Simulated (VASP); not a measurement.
Input of a VASP 6.6.1 run:

The input POSCAR:

```
CuAu
1.0
    2.8107494552      0.0000000000      0.0000000000
    0.0000000000      2.8107494552      0.0000000000
    0.0000000000      0.0000000000      3.6850000000
Au Cu
1 1
Direct
    0.0000000000      0.0000000000      0.0000000000
    0.5000000000      0.5000000000      0.5000000000
```

The input INCAR.step1:

```
  ALGO = Normal
  EDIFF = 1E-4
  ENCUT = 600
  GGA = PE
  ISMEAR = -1
  LASPH = True
  LCHARG = False
  LREAL = False
  LWAVE = True
  NELM = 80
  PREC = Accurate
  SIGMA = 0.05
```

INCAR.step2

```
  ALGO = Normal
  EDIFF = 1E-6
  EDIFFG = -0.01
  ENCUT = 600
  IBRION = 2
  ISIF = 3
  ISMEAR = -1
  ISTART = 1
  LASPH = True
  LCHARG = False
  LMIXTAU = True
  LREAL = False
  LWAVE = False
  METAGGA = R2SCAN
  NELM = 80
  NSW = 60
  PREC = Accurate
  PSTRESS = 200.0
  SIGMA = 0.05
```

File KPOINTS:

```
k-points
0
Gamma
  9 9 7
```

Potentials or basis: VASP PAW PBE potentials, release 64 (Au, Cu).

Run with:

```console
$ cat potpaw_PBE.64/Au/POTCAR potpaw_PBE.64/Cu/POTCAR > POTCAR
$ cp INCAR.step1 INCAR
$ mpirun -np 1 vasp_std > vasp.out
$ cp INCAR.step2 INCAR
$ mpirun -np 1 vasp_std > vasp.out
```

Question: Predict the relaxed volume.

Answer: 13.21 Å³/atom.

Question: Estimate the band gap on the k mesh.

Answer: Zero (bands 11 and 12 overlap by 6.19 eV).

Question: What does it give for the space group after relaxing (to 0.1 Å)?

Answer: P4/mmm (No. 123).

Question: Estimate the relaxed cell.

Answer: a = 2.745 Å, b = 2.745 Å, c = 3.508 Å, α = 90.00°, β = 90.00°, γ = 90.00°.

Final structure:
```xyz
2
Lattice="2.7447 0.0000 0.0000 0.0000 2.7447 0.0000 0.0000 0.0000 3.5079" Properties=species:S:1:pos:R:3 pbc="T T T"
Au    0.0000    0.0000    0.0000
Cu    1.3723    1.3723    1.7539
```

Caveat: the cell is relaxed towards a set pressure, so the run minimises the enthalpy, not the energy; the PAW data sets were made with another functional, which shifts forces and pressure a little; spin-orbit coupling is left out, which moves the levels of the heavy elements.
